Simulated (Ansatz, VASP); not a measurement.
**One calculation of ScPb2, two programs**

The input INCAR:

```
SYSTEM = ScPb2
PREC     = Accurate       ! precision mode
ENCUT    = 520            ! plane-wave cutoff, eV
EDIFF    = 1E-6           ! SCF threshold, eV
ISMEAR   = 0              ! smearing method
SIGMA    = 0.1            ! smearing width, eV
LREAL    = .FALSE.        ! projectors in reciprocal space
LASPH    = .TRUE.         ! aspherical terms in the spheres
NELM     = 80             ! most SCF steps
ALGO     = Normal         ! electronic algorithm
ISIF     = 2              ! what is computed and relaxed
LWAVE    = .FALSE.        ! write WAVECAR
LCHARG   = .FALSE.        ! write CHGCAR
GGA      = PE             ! functional
NBANDS   = 26             ! bands
```

KPOINTS

```
Automatic mesh
0
G
  6 6 6
  0 0 0
```

File POSCAR:

```
ScPb2
1.0
   -1.9968608131      1.9968608131      4.8985491822
    1.9968608131     -1.9968608131      4.8985491822
    1.9968608131      1.9968608131     -4.8985491822
Sc Pb
1 2
Direct
    0.0000000000      0.0000000000      0.0000000000
    0.6650000000      0.6650000000      0.0000000000
    0.3350000000      0.3350000000      0.0000000000
```

Input for Ansatz:

```yaml
crystal:
  lattice:
    - [-1.9968608131, 1.9968608131, 4.8985491822]
    - [1.9968608131, -1.9968608131, 4.8985491822]
    - [1.9968608131, 1.9968608131, -4.8985491822]
  atoms:
    - { symbol: Sc, position: [0.0, 0.0, 0.0] }
    - { symbol: Pb, position: [0.665, 0.665, 0.0] }
    - { symbol: Pb, position: [0.335, 0.335, 0.0] }
basis:
  ecutwfc: 420
kpoints:
  mp_grid: { grid: [6, 6, 6] }
hamiltonian:
  xc: pbe
scf:
  occupations: { method: gaussian, width: 0.1 }
  lower_state_search: "off"
output:
  forces: true
  stress: true
  eigenvalues: true
```

Alike in both runs: task single point; functional PBE; k mesh 6 × 6 × 6; occupations gaussian, width 0.1 eV; no spin polarisation.

```csv
,VASP,Ansatz
version,VASP 6.6.1,Ansatz 0.2.0
potentials or method,"VASP PAW PBE potentials, release 64 (Sc_sv, Pb_d), cutoff 520 eV","scalar-relativistic, plane waves, PAW"
valence electrons in the cell,39,39
```

Ansatz gave:

```
gap on the k mesh at the Fermi level (eV)                     : none
pressure (GPa)                                                : 2.3
traceless stress, the component that is largest in VASP (GPa) : 1.93
rms of the force components (eV/Å)                            : 0.082
```

Task: Which values does VASP return?

Result: gap on the k mesh at the Fermi level (eV): none; pressure (GPa): 2.3; traceless stress, the component that is largest in VASP (GPa): 1.93; rms of the force components (eV/Å): 0.081.

Atom by atom the forces differ by 0.001 eV/Å (rms over components). A gap of «none» marks a metal or a gap that the smearing closes. With one functional, cell and mesh, what is left measures potentials, basis and numerics.

The k mesh is coarse, so the values compare programs but aren't converged. Neither program's run includes spin-orbit coupling.
